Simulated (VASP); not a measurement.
# CaO (Fm-3m) in VASP: a series of runs

Runs on CaO. Level: LDA. Tasks: vibrations by perturbation theory.

Everything below comes from runs of VASP 6.6.1. Logs are shortened: lines on timing, memory, paths and dates and some standing lists are left out, and cuts for length are marked.

## Step 1: The cell of the first run

It takes space group Fm-3m (No. 225, cubic). Conventional cell: a = 4.562 Å, b = 4.562 Å, c = 4.562 Å, α = 90.00°, β = 90.00°, γ = 90.00°. Ca (site symmetry m-3m) has 6 O at 2.28 Å within 3.0 Å. O (site symmetry m-3m) has 6 Ca at 2.28 Å within 3.0 Å.

## Step 2: Vibrations by perturbation theory, LDA

Input file INCAR:

```
SYSTEM = CaO
PREC = Accurate
ENCUT = 520
EDIFF = 1E-8
ISMEAR = 0
SIGMA = 0.01
LREAL = .False.
LASPH = .True.
NELM = 100
ALGO = Normal
ISIF = 2
LWAVE = .False.
LCHARG = .False.
GGA = CA
IBRION = 8
NSW = 1
```

Input file KPOINTS:

```
Automatic mesh
0
Gamma
  8 8 8
  0 0 0
```

Input file POSCAR:

```
CaO
1.0
    2.2808771801      2.2808771801      0.0000000000
   -2.2808771801      2.2808771801      0.0000000000
    0.0000000000      2.2808771801      2.2808771801
Ca O
1 1
Direct
    0.0000000000      0.0000000000      0.0000000000
    0.5000000000      0.5000000000      0.0000000000
```

Potentials or basis: VASP PAW LDA potentials, release 64 (Ca_sv, O).

On the command line:

```sh
$ cat potpaw_LDA.64/Ca_sv/POTCAR potpaw_LDA.64/O/POTCAR > POTCAR
$ mpirun -np 1 vasp_std > vasp.out
```

OUTCAR:

```text
SYSTEM = CaO
   PREC = Accurate
   ENCUT = 520
   EDIFF = 1E-8
   ISMEAR = 0
   LREAL = .False.
   LASPH = .True.
   NELM = 100
   ISIF = 2
   GGA = CA
   IBRION = 8
   NSW = 1

 ion  position               nearest neighbor table
   1  0.000  0.000  0.000-   2 2.28   2 2.28   2 2.28   2 2.28   2 2.28   2 2.28
   2  0.500  0.500  0.000-   1 2.28   1 2.28   1 2.28   1 2.28   1 2.28   1 2.28

  LATTYP: Found a face centered cubic cell.
 ALAT       =     4.5617543602

  Lattice vectors:

 A1 = (   0.0000000000,   2.2808771801,   2.2808771801)
 A2 = (   2.2808771801,   0.0000000000,   2.2808771801)
 A3 = (   2.2808771801,   2.2808771801,   0.0000000000)

Analysis of symmetry for initial positions (statically):
=====================================================================
 Subroutine PRICEL returns:
 Original cell was already a primitive cell.

 Routine SETGRP: Setting up the symmetry group for a
 face centered cubic supercell.

 Subroutine GETGRP returns: Found 48 space group operations
 (whereof 48 operations were pure point group operations)
 out of a pool of 48 trial point group operations.

The static configuration has the point symmetry O_h .

Analysis of symmetry for dynamics (positions and initial velocities):
=====================================================================
 Subroutine PRICEL returns:
 Original cell was already a primitive cell.

 Routine SETGRP: Setting up the symmetry group for a
 face centered cubic supercell.

 Subroutine GETGRP returns: Found 48 space group operations
 (whereof 48 operations were pure point group operations)
 out of a pool of 48 trial point group operations.

The dynamic configuration has the point symmetry O_h .

 Subroutine INISYM returns: Found 48 space group operations
 (whereof 48 operations are pure point group operations),
 and found     1 'primitive' translations

----------------------------------------------------------------------------------------

                                     Primitive cell

  volume of cell :      23.7321

  direct lattice vectors                    reciprocal lattice vectors
     2.280877180  2.280877180  0.000000000     0.219213908  0.219213908 -0.219213908
    -2.280877180  2.280877180  0.000000000    -0.219213908  0.219213908 -0.219213908
     0.000000000  2.280877180  2.280877180     0.000000000  0.000000000  0.438427816

  length of vectors
     3.225647442  3.225647442  3.225647442     0.379689626  0.379689626  0.438427816

  position of ions in fractional coordinates (direct lattice)
     0.000000000  0.000000000  0.000000000
     0.500000000  0.500000000  0.000000000

  ion indices of the primitive-cell ions
   primitive index   ion index
                 1           1
                 2           2

----------------------------------------------------------------------------------------

 KPOINTS: Automatic mesh

Automatic generation of k-mesh.
 Grid dimensions read from file:
 generate k-points for:    8    8    8

 Generating k-lattice:

  Cartesian coordinates                     Fractional coordinates (reciprocal lattice)
     0.027401738  0.027401738 -0.027401738     0.125000000  0.000000000  0.000000000
    -0.027401738  0.027401738 -0.027401738     0.000000000  0.125000000  0.000000000
     0.000000000  0.000000000  0.054803477     0.000000000  0.000000000  0.125000000

  Length of vectors
     0.047461203  0.047461203  0.054803477

  Shift w.r.t. Gamma in fractional coordinates (k-lattice)
     0.000000000  0.000000000  0.000000000

 Subroutine IBZKPT returns following result:
 ===========================================

 Found     29 irreducible k-points:

 Following reciprocal coordinates:
            Coordinates               Weight
  0.000000  0.000000  0.000000      1.000000
  0.125000  0.000000  0.000000      8.000000
  0.250000  0.000000  0.000000      8.000000
  0.375000  0.000000  0.000000      8.000000
  0.500000  0.000000  0.000000      4.000000
  0.125000  0.125000  0.000000     12.000000
[... 16 lines left out ...]
  0.375000  0.250000  0.125000     48.000000
  0.500000  0.250000  0.125000     24.000000
 [... further k-points ...]
   k-points           NKPTS =     29   k-points in BZ     NKDIM =     29   number of bands    NBANDS=     12
   number of dos      NEDOS =    301   number of ions     NIONS =      2
   total plane-waves  NPLWV =  13824
   dimension x,y,z NGX =    24 NGY =   24 NGZ =   24
   dimension x,y,z NGXF=    48 NGYF=   48 NGZF=   48
   ions per type =               1   1
   NGX,Y,Z   is equivalent  to a cutoff of  12.37, 12.37, 12.37 a.u.
   NGXF,Y,Z  is equivalent  to a cutoff of  24.74, 24.74, 24.74 a.u.
 SYSTEM =  CaO
   PREC   = accura    normal or accurate (medium, high low for compatibility)
   ISTART =      0    job   : 0-new  1-cont  2-samecut
   ICHARG =      2    charge: 1-file 2-atom 10-const
   ISPIN  =      1    spin polarized calculation?
   LNONCOLLINEAR =      F non collinear calculations
   LSORBIT =      F    spin-orbit coupling
   LASPH  =      T    aspherical Exc in radial PAW
   ENCUT  =  520.0 eV  38.22 Ry    6.18 a.u.   6.00  6.00  6.00*2*pi/ulx,y,z
   NELM   =    100;   NELMIN=  2; NELMDL= -5     # of ELM steps
   EDIFF  = 0.1E-07   stopping-criterion for ELM
   LREAL  =      F    real-space projection
   EDIFFG = 0.1E-06   stopping-criterion for IOM
   NSW    =      1    number of steps for IOM
   IBRION =      8    ionic relax: 0-MD 1-quasi-New 2-CG
   NFREE  =      0    steps in history (QN), initial steepest desc. (CG)
   ISIF   =      2    stress and relaxation
   ISYM   =      2    0-nonsym 1-usesym 2-fastsym
   POTIM  = 0.5000    time-step for ionic-motion
   TEBEG  =    0.0;   TEEND  =   0.0 temperature during run
   PSTRESS=    0.0 pullay stress
   NELECT =      16.0000    total number of electrons
   NUPDOWN=      -1.0000    fix difference up-down
   EMIN   =  10.00;   EMAX   =-10.00  energy-range for DOS
   EFERMI =   0.00;   METHOD = LEGACY
   ISMEAR =     0;   SIGMA  =   0.01  broadening in eV -4-tet -1-fermi 0-gaus
   EFERMI_NEDOS =   21; number of points for ismear=-14 and -15
   IALGO  =     38    algorithm
   IMIX   =      4    mixing-type and parameters
     AMIX     =   0.40;   BMIX     =  1.00
     AMIX_MAG =   1.60;   BMIX_MAG =  1.00
  volume/ion in A,a.u.               =      11.87        80.08
  Fermi-wavevector in a.u.,A,eV,Ry     =   1.435499  2.712700 28.036950  2.060658
  Thomas-Fermi vector in A             =   2.554791
   LORBIT       =      0    0 simple, 1 ext, 2 COOP (PROOUT), +10 PAW based schemes
   GGA     = CA    functional components
   LHFCALC =     F    Hartree Fock is set to
   AEXX    =    0.0000 exact exchange contribution
   IVDW    =     0    specifies the selected vdW correction
   LEPSILON=     F    determine dielectric tensor
   LRPA    =     F    only Hartree local field effects (RPA)
 non-spin polarized calculation
 Gauss-broadening in eV      SIGMA  =   0.01
  energy-cutoff  :      520.00
  volume of cell :       23.73
 maximum number of plane-waves:       652
   NGX = 11   NGY = 11   NGZ = 11

--------------------------------------- Ionic step        1  -------------------------------------------

 number of electron      16.0000010 magnetization

 Free energy of the ion-electron system (eV)
  ---------------------------------------------------
  ext. energy  EPLUGINS =         0.00000000
  ---------------------------------------------------
  free energy    TOTEN  =       -14.09865738 eV

  energy without entropy =      -14.09865738  energy(sigma->0) =      -14.09865738

 E-fermi :   3.0704     XC(G=0): -11.8202

 val. band max:        3.0090445507   @ k =   0.0000   0.0000   0.0000
 cond. band min:       6.3255888045   @ k =   0.5000   0.5000   0.0000
 fundamental gap:      3.3165442538
 Fermi energy:         3.0704495926

 k-point     1 :       0.0000    0.0000    0.0000
  band No.  band energies     occupation
      1     -33.4977      2.00000
      2     -14.3743      2.00000
      3     -14.3743      2.00000
      4     -14.3743      2.00000
      5     -12.5063      2.00000
      6       3.0090      2.00000
      7       3.0090      2.00000
      8       3.0090      2.00000
      9       8.9591      0.00000
     10       9.4434      0.00000
     11       9.4434      0.00000
     12       9.4434      0.00000
[... 331 lines left out ...]
 k-point    24 :       0.5000    0.2500    0.1250
  band No.  band energies     occupation
      1     -33.2420      2.00000
      2     -16.0535      2.00000
      3     -14.7995      2.00000
      4     -14.5940      2.00000
      5     -10.9579      2.00000
      6       0.6523      2.00000
      7       1.6906      2.00000
      8       1.7103      2.00000
      9      10.2450      0.00000
     10      10.3160      0.00000
     11      12.6479      0.00000
     12      13.1717      0.00000

 [... further k-points ...]
[... 5 lines left out ...]
  --------------------------------------------------------------------------------------
  -------------------------------------------------------------------------------------
  Total        2.4388387      2.4388387      2.4388387      0.0000000     -0.0000000      0.0000000
  in kB      164.6485675    164.6485675    164.6485675      0.0000000     -0.0000000      0.0000000
  external PRESSURE =     164.6485675 kB  Pullay stress =       0.0000000 kB

 VOLUME and BASIS-vectors are now :
 -----------------------------------------------------------------------------
  energy-cutoff  :      520.00
  volume of cell :       23.73
      direct lattice vectors                 reciprocal lattice vectors
     2.280877180  2.280877180  0.000000000     0.219213908  0.219213908 -0.219213908
    -2.280877180  2.280877180  0.000000000    -0.219213908  0.219213908 -0.219213908
     0.000000000  2.280877180  2.280877180     0.000000000  0.000000000  0.438427816

 POSITION                                       TOTAL-FORCE (eV/Angst)
 -----------------------------------------------------------------------------------
      0.00000      0.00000      0.00000         0.000000     -0.000000      0.000000
      0.00000      2.28088      0.00000        -0.000000      0.000000      0.000000
 -----------------------------------------------------------------------------------
    total drift:                                0.000000     -0.000000     -0.000000

  FREE ENERGIE OF THE ION-ELECTRON SYSTEM (eV)
  ---------------------------------------------------
  free  energy   TOTEN  =       -14.0986573765 eV

  energy  without entropy=      -14.0986573765  energy(sigma->0) =      -14.09865738

[... ionic steps 2 to 3 ...]

--------------------------------------- Ionic step        4  -------------------------------------------

------------------------ aborting loop because EDIFF is reached ----------------------------------------

[... ionic steps 5 to 6 ...]

--------------------------------------- Ionic step        7  -------------------------------------------

 Free energy of the ion-electron system (eV)
  ---------------------------------------------------
  ---------------------------------------------------
  free energy    TOTEN  =        -0.35688750 eV

  energy without entropy =       -0.35688750

------------------------ aborting loop because EDIFF is reached ----------------------------------------

 INTERNAL STRAIN TENSOR  FOR ION    2  DIRECTION 1   (eV/Angst):
 -----------------------------------------------------------------------------
    -0.01643 -0.00000  0.00000
    -0.00000  0.01115  0.00000
    -0.00000  0.00000  0.01115

 INTERNAL STRAIN TENSOR FOR ION    2 for displacements in x,y,z  (eV/Angst):
          X           Y           Z          XY          YZ          ZX
  --------------------------------------------------------------------------------
  x     0.00000     0.00000     0.00000     0.00000     0.00000     0.00000
  y     0.00000     0.00000     0.00000     0.00000     0.00000     0.00000
  z     0.00000     0.00000     0.00000     0.00000     0.00000     0.00000

 SECOND DERIVATIVES (NOT SYMMETRIZED)
 ------------------------------------
               1X          1Y          1Z          2X          2Y          2Z
  1X    -5.712684    0.000000    0.000000    5.712684    0.000000    0.000000
  1Y     0.000000   -5.712684    0.000000    0.000000    5.712684    0.000000
  1Z     0.000000    0.000000   -5.712684    0.000000    0.000000    5.712684
  2X     5.711730   -0.000000    0.000000   -5.711730    0.000000   -0.000000
  2Y     0.000000    5.711730   -0.000000   -0.000000   -5.711730    0.000000
  2Z    -0.000000   -0.000000    5.711730    0.000000    0.000000   -5.711730

 Eigenvectors and eigenvalues of the dynamical matrix
 ----------------------------------------------------

   1 f  =   11.049132 THz    69.423745 2PiTHz  368.559378 cm-1    45.695518 meV
             X         Y         Z           dx          dy          dz
      0.000000  0.000000  0.000000     0.000000    0.000000   -0.534182
      0.000000  2.280877  0.000000     0.000000    0.000000    0.845369
[... 21 lines left out ...]
   6 f/i=    0.000417 THz     0.002618 2PiTHz    0.013897 cm-1     0.001723 meV
             X         Y         Z           dx          dy          dz
      0.000000  0.000000  0.000000    -0.100596   -0.839363   -0.000000
      0.000000  2.280877  0.000000    -0.063566   -0.530387    0.000000

--------------------------------------------------------------------------------------------------------

 ELASTIC MODULI CONTR FROM IONIC RELAXATION (kBar)
 Direction    XX          YY          ZZ          XY          YZ          ZX
 --------------------------------------------------------------------------------
 XX           0.0000      0.0000      0.0000      0.0000      0.0000      0.0000
 YY           0.0000      0.0000      0.0000      0.0000      0.0000      0.0000
 ZZ           0.0000      0.0000      0.0000      0.0000      0.0000      0.0000
 XY           0.0000      0.0000      0.0000      0.0000      0.0000      0.0000
 YZ           0.0000      0.0000      0.0000      0.0000      0.0000      0.0000
 ZX           0.0000      0.0000      0.0000      0.0000      0.0000      0.0000
 --------------------------------------------------------------------------------
```

It took 32 s on 1 thread of Intel Xeon 6975P-C (Granite Rapids), shared host; peak memory 0.17 GiB.

Results:

```yaml
Highest_phonon_frequency_at_Γ_LO-TO_splitting_left_out: 369 cm⁻¹
```

Phonon frequencies in cm⁻¹ (negative: imaginary):
```
              q point        frequencies
(0.000, 0.000, 0.000)  0 0 0 369 369 369
```

Caveat: the cell wasn't relaxed at this level first, which shifts response properties.

## Step 3: Vibrations by perturbation theory, LDA

This run uses another cell than the first one, of 12.20 Å³/atom, 1.028 times its volume.

Input file INCAR:

```
SYSTEM = CaO
PREC     = Accurate       ! precision mode
ENCUT    = 520            ! plane-wave cutoff, eV
EDIFF    = 1E-8           ! SCF threshold, eV
ISMEAR   = 0              ! smearing method
SIGMA    = 0.01           ! smearing width, eV
LREAL    = .False.        ! projectors in reciprocal space
LASPH    = .True.         ! aspherical terms in the spheres
NELM     = 100            ! most SCF steps
ALGO     = Normal         ! electronic algorithm
ISIF     = 2              ! what is computed and relaxed
LWAVE    = .False.        ! write WAVECAR
LCHARG   = .True.         ! write CHGCAR
NBANDS   = 15             ! bands
IBRION   = 8              ! ionic algorithm
NSW      = 1              ! ionic steps
```

KPOINTS is that of step 2.

Input file POSCAR:

```
CaO
1.0
    2.3019540576      2.3019540576      0.0000000000
   -2.3019540576      2.3019540576      0.0000000000
    0.0000000000      2.3019540576      2.3019540576
Ca O
1 1
Direct
    0.0000000000      0.0000000000      0.0000000000
    0.5000000000      0.5000000000      0.0000000000
```

Potentials or basis: VASP PAW LDA potentials, release 64 (Ca_sv, O).

On the command line:

```sh
$ cat potpaw_LDA.64/Ca_sv/POTCAR potpaw_LDA.64/O/POTCAR > POTCAR
$ mpirun -np 1 vasp_std > vasp.out
```

OUTCAR:

```text
SYSTEM = CaO
   PREC = Accurate
   ENCUT = 520
   EDIFF = 1E-8
   ISMEAR = 0
   LREAL = .False.
   LASPH = .True.
   NELM = 100
   ISIF = 2
   IBRION = 8
   NSW = 1

 ion  position               nearest neighbor table
   1  0.000  0.000  0.000-   2 2.30   2 2.30   2 2.30   2 2.30   2 2.30   2 2.30
   2  0.500  0.500  0.000-   1 2.30   1 2.30   1 2.30   1 2.30   1 2.30   1 2.30

  LATTYP: Found a face centered cubic cell.
 ALAT       =     4.6039081152

  Lattice vectors:

 A1 = (   0.0000000000,   2.3019540576,   2.3019540576)
[... 686 lines left out ...]
               1X          1Y          1Z          2X          2Y          2Z
  1X    -5.085978   -0.000000    0.000000    5.085978    0.000000   -0.000000
  1Y     0.000000   -5.085978   -0.000000   -0.000000    5.085978    0.000000
  1Z    -0.000000   -0.000000   -5.085978    0.000000    0.000000    5.085978
  2X     5.081843    0.000000   -0.000000   -5.081843   -0.000000    0.000000
  2Y    -0.000000    5.081843    0.000000    0.000000   -5.081843   -0.000000
  2Z     0.000000    0.000000    5.081843   -0.000000   -0.000000   -5.081843

 Eigenvectors and eigenvalues of the dynamical matrix
 ----------------------------------------------------

   1 f  =   10.423055 THz    65.489985 2PiTHz  347.675684 cm-1    43.106272 meV
             X         Y         Z           dx          dy          dz
      0.000000  0.000000  0.000000     0.000000   -0.000000   -0.534306
      0.000000  2.301954  0.000000    -0.000000   -0.000000    0.845291
[... 21 lines left out ...]
   6 f/i=    0.001914 THz     0.012028 2PiTHz    0.063855 cm-1     0.007917 meV
             X         Y         Z           dx          dy          dz
      0.000000  0.000000  0.000000     0.527190    0.596819   -0.283542
      0.000000  2.301954  0.000000     0.333235    0.377247   -0.179226

--------------------------------------------------------------------------------------------------------

 ELASTIC MODULI CONTR FROM IONIC RELAXATION (kBar)
 Direction    XX          YY          ZZ          XY          YZ          ZX
 --------------------------------------------------------------------------------
 XX           0.0000      0.0000      0.0000      0.0000      0.0000      0.0000
 YY           0.0000      0.0000      0.0000      0.0000      0.0000      0.0000
 ZZ           0.0000      0.0000      0.0000      0.0000      0.0000      0.0000
 XY           0.0000      0.0000      0.0000      0.0000      0.0000      0.0000
 YZ           0.0000      0.0000      0.0000      0.0000      0.0000      0.0000
 ZX           0.0000      0.0000      0.0000      0.0000      0.0000      0.0000
 --------------------------------------------------------------------------------
```

Run time: 35 s. Hardware: 1 thread of Intel Xeon 6975P-C (Granite Rapids), shared host; peak memory 0.18 GiB.

Results:

```yaml
Highest_phonon_frequency_at_Γ_LO-TO_splitting_left_out: 348 cm⁻¹
```

Phonon frequencies in cm⁻¹ (negative: imaginary):
```tsv
q point	frequencies
(0.000, 0.000, 0.000)	0 0 0 348 348 348
```

Caveat: the cell wasn't relaxed at this level first, which shifts response properties.

[end of part 1 of 3]
